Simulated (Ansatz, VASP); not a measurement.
# Two plane-wave programs on Ge

```
Ge
1.0
     4.02269    0.00000    0.00000
    -2.01134    3.48375    0.00000
     0.00000    0.00000   18.86852
Ge
4
Cartesian
  0.0000 2.3225 5.1843
  2.0113 1.1613 4.5000
  2.0113 1.1613 9.6385
  4.0227 0.0000 8.9543
```

Alike in both runs: task single point; functional PBE; dispersion D3(BJ); k mesh 9 × 9 × 1; occupations gaussian, width 0.1 eV; no spin polarisation.

```csv
,VASP,Ansatz
version,VASP 6.6.1,Ansatz 0.2.0
potentials or method,"VASP PAW PBE potentials, release 64 (Ge_d), cutoff 520 eV","scalar-relativistic, plane waves, PAW"
valence electrons in the cell,56,56
```

```csv
,VASP,Ansatz,Ansatz less VASP
gap on the k mesh at the Fermi level (eV),none,none,-
rms of the force components (eV/Å),0.054,0.054,+0.0001
```

Atom by atom the forces differ by 0.001 eV/Å (rms over components). A gap of «none» marks a metal or a gap that the smearing closes.
